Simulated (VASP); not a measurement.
# AlNi (Pm-3m) in VASP: notebook

Runs on AlNi. Level: PBE. Tasks: single point, relaxation of cell and atoms.

Everything below comes from runs of VASP 6.6.1. Logs are shortened: lines on timing, memory, paths and dates and some standing lists are left out, and cuts for length are marked.

**1. The cell of the first run**

The structure is cubic, space group Pm-3m (No. 221). The conventional cell has a = 2.894 Å, b = 2.894 Å, c = 2.894 Å, α = 90.00°, β = 90.00°, γ = 90.00°. Within 3.3 Å of Al (site symmetry m-3m) lie 8 Ni at 2.51 Å and 6 Al at 2.89 Å. Within 3.3 Å of Ni (site symmetry m-3m) lie 8 Al at 2.51 Å and 6 Ni at 2.89 Å.

**2. Single point, PBE**

Input file INCAR:

```
SYSTEM = AlNi
PREC = Accurate
ENCUT = 520
EDIFF = 1E-7
ISMEAR = 0
SIGMA = 0.1
LREAL = .FALSE.
LASPH = .TRUE.
NELM = 60
ALGO = Normal
ISIF = 2
LWAVE = .FALSE.
LCHARG = .FALSE.
GGA = PE
NBANDS = 14
```

Input file KPOINTS:

```
Automatic mesh
0
G
  6 6 6
  0 0 0
```

Input file POSCAR:

```
AlNi
1.0
    2.8936602367      0.0000000000      0.0000000000
    0.0000000000      2.8936602367      0.0000000000
    0.0000000000      0.0000000000      2.8936602367
Al Ni
1 1
Direct
    0.5000000000      0.5000000000      0.5000000000
    0.0000000000      0.0000000000      0.0000000000
```

Potentials or basis: VASP PAW PBE potentials, release 64 (Al, Ni).

Run with:

```sh
> cat potpaw_PBE.64/Al/POTCAR potpaw_PBE.64/Ni/POTCAR > POTCAR
> mpirun -np 1 vasp_std > vasp.out
```

OUTCAR:

```text
SYSTEM = AlNi
   PREC = Accurate
   ENCUT = 520
   EDIFF = 1E-7
   ISMEAR = 0
   LREAL = .FALSE.
   LASPH = .TRUE.
   NELM = 60
   ISIF = 2
   GGA = PE

 ion  position               nearest neighbor table
   1  0.500  0.500  0.500-   2 2.51   2 2.51   2 2.51   2 2.51   2 2.51   2 2.51   2 2.51   2 2.51

   2  0.000  0.000  0.000-   1 2.51   1 2.51   1 2.51   1 2.51   1 2.51   1 2.51   1 2.51   1 2.51

  LATTYP: Found a simple cubic cell.
 ALAT       =     2.8936602367

  Lattice vectors:

 A1 = (   2.8936602367,   0.0000000000,   0.0000000000)
 A2 = (   0.0000000000,   2.8936602367,   0.0000000000)
 A3 = (   0.0000000000,   0.0000000000,   2.8936602367)

Analysis of symmetry for initial positions (statically):
=====================================================================
 Subroutine PRICEL returns:
 Original cell was already a primitive cell.

 Routine SETGRP: Setting up the symmetry group for a
 simple cubic supercell.

 Subroutine GETGRP returns: Found 48 space group operations
 (whereof 48 operations were pure point group operations)
 out of a pool of 48 trial point group operations.

The static configuration has the point symmetry O_h .

Analysis of symmetry for dynamics (positions and initial velocities):
=====================================================================
 Subroutine PRICEL returns:
 Original cell was already a primitive cell.

 Routine SETGRP: Setting up the symmetry group for a
 simple cubic supercell.

 Subroutine GETGRP returns: Found 48 space group operations
 (whereof 48 operations were pure point group operations)
 out of a pool of 48 trial point group operations.

The dynamic configuration has the point symmetry O_h .

 Subroutine INISYM returns: Found 48 space group operations
 (whereof 48 operations are pure point group operations),
 and found     1 'primitive' translations

----------------------------------------------------------------------------------------

                                     Primitive cell

  volume of cell :      24.2294

  direct lattice vectors                    reciprocal lattice vectors
     2.893660237  0.000000000  0.000000000     0.345583074  0.000000000  0.000000000
     0.000000000  2.893660237  0.000000000     0.000000000  0.345583074  0.000000000
     0.000000000  0.000000000  2.893660237     0.000000000  0.000000000  0.345583074

  length of vectors
     2.893660237  2.893660237  2.893660237     0.345583074  0.345583074  0.345583074

  position of ions in fractional coordinates (direct lattice)
     0.500000000  0.500000000  0.500000000
     0.000000000  0.000000000  0.000000000

  ion indices of the primitive-cell ions
   primitive index   ion index
                 1           1
[... 82 lines left out ...]
   EFERMI =   0.00;   METHOD = LEGACY
   ISMEAR =     0;   SIGMA  =   0.10  broadening in eV -4-tet -1-fermi 0-gaus
   EFERMI_NEDOS =   21; number of points for ismear=-14 and -15
   IALGO  =     38    algorithm
   IMIX   =      4    mixing-type and parameters
     AMIX     =   0.40;   BMIX     =  1.00
     AMIX_MAG =   1.60;   BMIX_MAG =  1.00
  volume/ion in A,a.u.               =      12.11        81.75
  Fermi-wavevector in a.u.,A,eV,Ry     =   1.330276  2.513857 24.077334  1.769634
  Thomas-Fermi vector in A             =   2.459375
   LORBIT       =      0    0 simple, 1 ext, 2 COOP (PROOUT), +10 PAW based schemes
   GGA     = PE    functional components
   LHFCALC =     F    Hartree Fock is set to
   AEXX    =    0.0000 exact exchange contribution
   IVDW    =     0    specifies the selected vdW correction
   LEPSILON=     F    determine dielectric tensor
   LRPA    =     F    only Hartree local field effects (RPA)
 non-spin polarized calculation
 Gauss-broadening in eV      SIGMA  =   0.10
  energy-cutoff  :      520.00
  volume of cell :       24.23
 maximum number of plane-waves:       672
 NGX is ok and might be reduce to    24
   NGX = 11   NGY = 11   NGZ = 11

 number of electron      13.0000013 magnetization

 Free energy of the ion-electron system (eV)
  ---------------------------------------------------
  ext. energy  EPLUGINS =         0.00000000
  ---------------------------------------------------
  free energy    TOTEN  =       -10.51347796 eV

  energy without entropy =      -10.50616475  energy(sigma->0) =      -10.50982135

 E-fermi :   9.8854     XC(G=0): -11.9861

 val. band max:        9.8709345891   @ k =   0.3333   0.1667   0.0000
 cond. band min:      10.1675338185   @ k =   0.3333   0.1667   0.1667
 fundamental gap:      0.2965992294
 Fermi energy:         9.8854376774

 k-point     1 :       0.0000    0.0000    0.0000
  band No.  band energies     occupation
      1      -1.1882      2.00000
      2       6.6720      2.00000
      3       6.6720      2.00000
      4       8.3170      2.00000
      5       8.3170      2.00000
      6       8.3170      2.00000
      7      15.2984      0.00000
      8      15.2984      0.00000
      9      15.2984      0.00000
     10      17.9323      0.00000
     11      17.9323      0.00000
     12      23.3596      0.00000
     13      30.6291      0.00000
     14      30.6291      0.00000
[... 309 lines left out ...]
      1       5.8110      2.00000
      2       5.8110      2.00000
      3       5.8110      2.00000
      4       8.8618      2.00000
      5       8.8618      2.00000
      6      11.8677      0.00000
      7      11.8677      0.00000
      8      11.8677      0.00000
      9      13.4328      0.00000
     10      14.2319      0.00000
     11      14.2319      0.00000
     12      14.2319      0.00000
     13      17.4312      0.00000
     14      36.9774      0.00000

------------------------ aborting loop because EDIFF is reached ----------------------------------------

  FORCE on cell =-STRESS in cart. coord.  units (eV):
  Direction    XX          YY          ZZ          XY          YZ          ZX
  --------------------------------------------------------------------------------------
  -------------------------------------------------------------------------------------
  Total        0.0235288      0.0235288      0.0235288      0.0000000     -0.0000000      0.0000000
  in kB        1.5558519      1.5558519      1.5558519      0.0000000     -0.0000000      0.0000000
  external PRESSURE =       1.5558519 kB  Pullay stress =       0.0000000 kB

 VOLUME and BASIS-vectors are now :
 -----------------------------------------------------------------------------
  energy-cutoff  :      520.00
  volume of cell :       24.23
      direct lattice vectors                 reciprocal lattice vectors
     2.893660237  0.000000000  0.000000000     0.345583074  0.000000000  0.000000000
     0.000000000  2.893660237  0.000000000     0.000000000  0.345583074  0.000000000
     0.000000000  0.000000000  2.893660237     0.000000000  0.000000000  0.345583074

 POSITION                                       TOTAL-FORCE (eV/Angst)
 -----------------------------------------------------------------------------------
      1.44683      1.44683      1.44683         0.000000      0.000000      0.000000
      0.00000      0.00000      0.00000         0.000000      0.000000      0.000000
 -----------------------------------------------------------------------------------
    total drift:                                0.000000      0.000000      0.000000

  FREE ENERGIE OF THE ION-ELECTRON SYSTEM (eV)
  ---------------------------------------------------
  free  energy   TOTEN  =       -10.5134779601 eV

  energy  without entropy=      -10.5061647490  energy(sigma->0) =      -10.50982135
```

It took 4.8 s on 1 thread of Intel Xeon Platinum 8488C (Sapphire Rapids), shared host; peak memory 0.13 GiB.

Results:

- Free energy: -10.5135 eV
- Pressure: 0.2 GPa
- Band gap on the k mesh: zero (an odd number of electrons rules out a gap without spin polarisation)

Levels at points of the mesh, in eV from the Fermi level:
```
           k point  band 3  band 4  band 5  band 6  band 7  band 8  band 9  band 10  band 11  band 12
(0.00, 0.00, 0.00)   -3.21   -1.57   -1.57   -1.57    5.41    5.41    5.41     8.05     8.05    13.47
(0.50, 0.00, 0.00)   -2.75   -2.26   -2.26   -1.48   -0.69    8.24    9.92     9.92    10.72    10.72
(0.50, 0.50, 0.00)   -2.88   -2.88   -2.09   -2.09   -1.05    1.42    2.36    12.10    15.00    15.00
(0.50, 0.50, 0.50)   -4.07   -1.02   -1.02    1.98    1.98    1.98    3.55     4.35     4.35     4.35
```

Caveat: the k points lie up to 0.36 Å⁻¹ apart, too coarse for converged energies and pressures of a metal.

**3. Relaxation of cell and atoms, PBE**

This run uses another cell than the first one, of 11.69 Å³/atom.

Input file INCAR:

```
SYSTEM = AlNi
  ALGO = Normal
  EDIFF = 1E-6
  EDIFFG = -0.04
  ENCUT = 600
  GGA = PE
  IBRION = 2
  ISIF = 3
  ISMEAR = 0
  LASPH = .True.
  LCHARG = .False.
  LREAL = .False.
  LWAVE = .False.
  NELM = 80
  NSW = 90
  PREC = Accurate
  SIGMA = 0.1
```

Input file KPOINTS:

```
k-points
0
Gamma
  6 6 6
  0 0 0
```

Input file POSCAR:

```
AlNi
1.0
    2.8597112900      0.0000000000      0.0000000000
    0.0000000000      2.8597112900      0.0000000000
    0.0000000000      0.0000000000      2.8597112900
Al Ni
1 1
Direct
    0.5000000000      0.5000000000      0.5000000000
    0.0000000000      0.0000000000      0.0000000000
```

Potentials or basis: VASP PAW PBE potentials, release 64 (Al, Ni).

Run with:

```sh
> cat potpaw_PBE.64/Al/POTCAR potpaw_PBE.64/Ni/POTCAR > POTCAR
> mpirun -np 1 vasp_std > vasp.out
```

It took 8.8 s on 1 thread of Intel Xeon Platinum 8488C (Sapphire Rapids), shared host; peak memory 0.14 GiB.

Results (log left out):

```yaml
Free_energy: -10.5131 eV
Relaxed_volume: 12.12 Å³/atom
Relaxed_cell: a = 2.894 Å, b = 2.894 Å, c = 2.894 Å, α = 90.00°, β = 90.00°, γ = 90.00°
Space_group_after_relaxing_to_0.1_Å: Pm-3m (No. 221)
Energy_gained_by_relaxing: 8.1 meV/atom
Ionic_steps: 3
Pressure_after_relaxing: 0.0 GPa
Band_gap_on_the_k_mesh: zero (an odd number of electrons rules out a gap without spin polarisation)
```

Step by step:
```csv
step,energy change (eV),largest force (eV/Å),pressure (GPa),volume (Å³)
1,0.0000,0.0000,6.21,23.39
2,-0.0064,0.0000,-4.27,24.96
3,-0.0161,0.0000,0.04,24.25
```

Final structure:
```yaml
crystal:
  lattice:
    - [2.89443, 0.00000, 0.00000]
    - [0.00000, 2.89443, 0.00000]
    - [0.00000, 0.00000, 2.89443]
  atoms:
    - { symbol: Al, position: [0.50000, 0.50000, 0.50000] }
    - { symbol: Ni, position: [0.00000, 0.00000, 0.00000] }
```

Levels at points of the mesh, in eV from the Fermi level:
```tsv
k point	band 3	band 4	band 5	band 6	band 7	band 8	band 9	band 10
(0.00, 0.00, 0.00)	-3.21	-1.57	-1.57	-1.57	5.41	5.41	5.41	8.04
(0.50, 0.00, 0.00)	-2.75	-2.25	-2.25	-1.48	-0.69	8.23	9.92	9.92
(0.50, 0.50, 0.00)	-2.88	-2.88	-2.08	-2.08	-1.05	1.41	2.36	12.09
(0.50, 0.50, 0.50)	-4.07	-1.02	-1.02	1.98	1.98	1.98	3.54	4.34
```

Caveat: the k points lie up to 0.36 Å⁻¹ apart in the final cell, too coarse for converged energies and pressures of a metal. Spin polarisation is off, so any magnetic state and its effect on volume and gap are missing.

**4. Single point, PBE, collinear spin, ferromagnetic start**

This run uses another cell than the first one, of 11.69 Å³/atom.

Input file INCAR:

```
SYSTEM = AlNi
ALGO = Normal ; EDIFF = 1E-7
ENCUT = 520 ; GGA = PE
ISIF = 2 ; ISMEAR = 0
ISPIN = 2 ; LASPH = .True.
LCHARG = .False. ; LMAXMIX = 4
LORBIT = 11 ; LREAL = .False.
LWAVE = .False. ; MAGMOM = 0 2
NBANDS = 18 ; NELM = 150
PREC = Accurate ; SIGMA = 0.1
```

KPOINTS is that of step 3.

POSCAR is that of step 3.

Potentials or basis: VASP PAW PBE potentials, release 64 (Al, Ni).

Run with:

```sh
> cat potpaw_PBE.64/Al/POTCAR potpaw_PBE.64/Ni/POTCAR > POTCAR
> mpirun -np 1 vasp_std > vasp.out
```

OUTCAR:

```text
SYSTEM = AlNi
   EDIFF = 1E-7
   ENCUT = 520
   GGA = PE
   ISIF = 2
   ISMEAR = 0
   ISPIN = 2
   LASPH = .True.
   LORBIT = 11
   LREAL = .False.
   NELM = 150
   PREC = Accurate

 ion  position               nearest neighbor table
   1  0.500  0.500  0.500-   2 2.48   2 2.48   2 2.48   2 2.48   2 2.48   2 2.48   2 2.48   2 2.48

   2  0.000  0.000  0.000-   1 2.48   1 2.48   1 2.48   1 2.48   1 2.48   1 2.48   1 2.48   1 2.48

  LATTYP: Found a simple cubic cell.
 ALAT       =     2.8597112900

  Lattice vectors:

 A1 = (   2.8597112900,   0.0000000000,   0.0000000000)
[... 1050 lines left out ...]

 VOLUME and BASIS-vectors are now :
 -----------------------------------------------------------------------------
  energy-cutoff  :      520.00
  volume of cell :       23.39
      direct lattice vectors                 reciprocal lattice vectors
     2.859711290  0.000000000  0.000000000     0.349685650  0.000000000  0.000000000
     0.000000000  2.859711290  0.000000000     0.000000000  0.349685650  0.000000000
     0.000000000  0.000000000  2.859711290     0.000000000  0.000000000  0.349685650

 POSITION                                       TOTAL-FORCE (eV/Angst)
 -----------------------------------------------------------------------------------
      1.42986      1.42986      1.42986         0.000000      0.000000      0.000000
      0.00000      0.00000      0.00000         0.000000      0.000000      0.000000
 -----------------------------------------------------------------------------------
    total drift:                                0.000000      0.000000      0.000000

  FREE ENERGIE OF THE ION-ELECTRON SYSTEM (eV)
  ---------------------------------------------------
  free  energy   TOTEN  =       -10.4971013163 eV

  energy  without entropy=      -10.4900887794  energy(sigma->0) =      -10.49359505

 total charge

# of ion       s       p       d       tot
------------------------------------------
    1        0.387   0.424   0.000   0.811
    2        0.485   0.536   8.481   9.502
--------------------------------------------------
tot          0.872   0.961   8.481  10.313

 magnetization (x)

# of ion       s       p       d       tot
------------------------------------------
    1        0.000   0.000   0.000   0.000
    2        0.000   0.000   0.000   0.000
--------------------------------------------------
tot          0.000   0.000   0.000   0.000
```

stdout:

```text
POSCAR found type information on POSCAR AlNi
 POSCAR found :  2 types and       2 ions
 scaLAPACK will be used
 LDA part: xc-table for (Slater+PW92), standard interpolation
 POSCAR, INCAR and KPOINTS ok, starting setup
 FFT: planning ... GRIDC
 FFT: planning ... GRID_SOFT
 FFT: planning ... GRID
 WAVECAR not read
 entering main loop
```

Wall time 11 s (1 thread of Intel Xeon Platinum 8488C (Sapphire Rapids), shared host); peak memory 0.15 GiB.

What came out:

* Free energy: -10.4971 eV
* Pressure: 6.2 GPa
* Net moment: 0.00 μB per cell
* Valence electrons inside the program's atomic spheres: Al 0.81; Ni 9.50

Caveat: the k points lie up to 0.37 Å⁻¹ apart.

**5. Single point, PBE**

Input file INCAR:

```
SYSTEM = AlNi
PREC = Accurate
ENCUT = 520
EDIFF = 1E-6
ISMEAR = 0
SIGMA = 0.1
LREAL = .FALSE.
LASPH = .TRUE.
NELM = 100
ALGO = Normal
ISIF = 2
LWAVE = .FALSE.
LCHARG = .FALSE.
GGA = PE
NBANDS = 14
```

Input file KPOINTS:

```
regular mesh
0
G
  20 20 20
  0 0 0
```

Input file POSCAR:

```
AlNi
1.0
    2.8933008734      0.0000000000      0.0000000000
    0.0000000000      2.8933008734      0.0000000000
    0.0000000000      0.0000000000      2.8933008734
Al Ni
1 1
Direct
    0.5000000000      0.5000000000      0.5000000000
    0.0000000000      0.0000000000      0.0000000000
```

Run with:

```sh
> cat potpaw_PBE.64/Al/POTCAR potpaw_PBE.64/Ni/POTCAR > POTCAR
> mpirun -np 1 vasp_std > vasp.out
```

It took 32 s on 1 thread of Intel Xeon Platinum 8488C (Sapphire Rapids), shared host; peak memory 0.22 GiB.

The run converged. Its results:

```
Free energy            : -10.5401 eV
Pressure               : 0.0 GPa
Band gap on the k mesh : zero (an odd number of electrons rules out a gap without spin polarisation)
```

Levels at points of the mesh, in eV from the Fermi level:
```csv
k point,band 3,band 4,band 5,band 6,band 7,band 8,band 9,band 10,band 11,band 12
"(0.00, 0.00, 0.00)",-3.16,-1.51,-1.51,-1.51,5.45,5.45,5.45,8.09,8.09,13.52
"(0.50, 0.00, 0.00)",-2.69,-2.20,-2.20,-1.42,-0.63,8.27,9.96,9.96,10.76,10.76
"(0.50, 0.50, 0.00)",-2.84,-2.84,-2.03,-2.03,-0.99,1.47,2.41,12.14,15.04,15.04
"(0.50, 0.50, 0.50)",-4.02,-0.96,-0.96,2.02,2.02,2.02,3.58,4.40,4.40,4.40
```

Spin polarisation is off, so any magnetic state and its effect on volume and gap are missing.

**6. Summary**

| task | cell | k mesh | cutoff (eV) | gap on the mesh (eV) | pressure (GPa) |
| --- | --- | --- | --- | --- | --- |
| single point | a = 2.894 Å, 2 atoms | 6 × 6 × 6 | 520 | none | 0.2 |
| relaxation of cell and atoms | relaxed from a = 2.860 Å, 2 atoms | 6 × 6 × 6 | 600 | none | 0.0 |
| single point | a = 2.893 Å, 2 atoms | 20 × 20 × 20 | 520 | none | 0.0 |

Alike in all rows: level PBE; potentials or basis VASP PAW PBE potentials, release 64 (Al, Ni); no spin polarisation; smearing gaussian 0.1 eV.

Caveats: some runs use coarse meshes.

Total energies depend on the potentials used, so only differences within one code and one set of settings carry meaning.
